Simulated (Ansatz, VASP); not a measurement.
One calculation of SnO2, two programs

```
Sn O
1.0
     4.59523    0.00000    0.00000
     0.00000    4.59523    0.00000
     0.00000    0.00000    3.18640
Sn O
2 4
Direct
  0.00000 0.00000 0.00000
  0.50000 0.50000 0.50000
  0.30562 0.30562 0.00000
  0.19438 0.80562 0.50000
  0.69438 0.69438 0.00000
  0.80562 0.19438 0.50000
```

Change from the starting cell: equal xx and yy strain of -3 %.

Alike in both runs: task single point; functional LDA; k mesh 4 × 4 × 6; occupations fermi-dirac, width 0.03 eV; no spin polarisation.

|  | VASP | Ansatz |
| --- | --- | --- |
| version | VASP 6.6.1 | Ansatz 0.2.0 |
| potentials or method | VASP PAW LDA potentials, release 64 (Sn_d, O), cutoff 520 eV | all-electron LAPW, scalar-relativistic |

VASP gave:

```
gap on the k mesh at the Fermi level (eV)                     : 1.80
pressure (GPa)                                                : 13.9
traceless stress, the component that is largest in VASP (GPa) : -2.04
rms of the force components (eV/Å)                            : 0.027
```

Task: What did Ansatz give for the same quantities?

Result: gap on the k mesh at the Fermi level (eV): 1.77; pressure (GPa): 12.7; traceless stress, the component that is largest in VASP (GPa): -2.29; rms of the force components (eV/Å): 0.033.

LDA's correlation is that of Perdew and Zunger in VASP and of Perdew and Wang (1992) in Ansatz. Atom by atom the forces differ by 0.007 eV/Å (rms over components). Ansatz ran all-electron here, and VASP with PAW potentials.
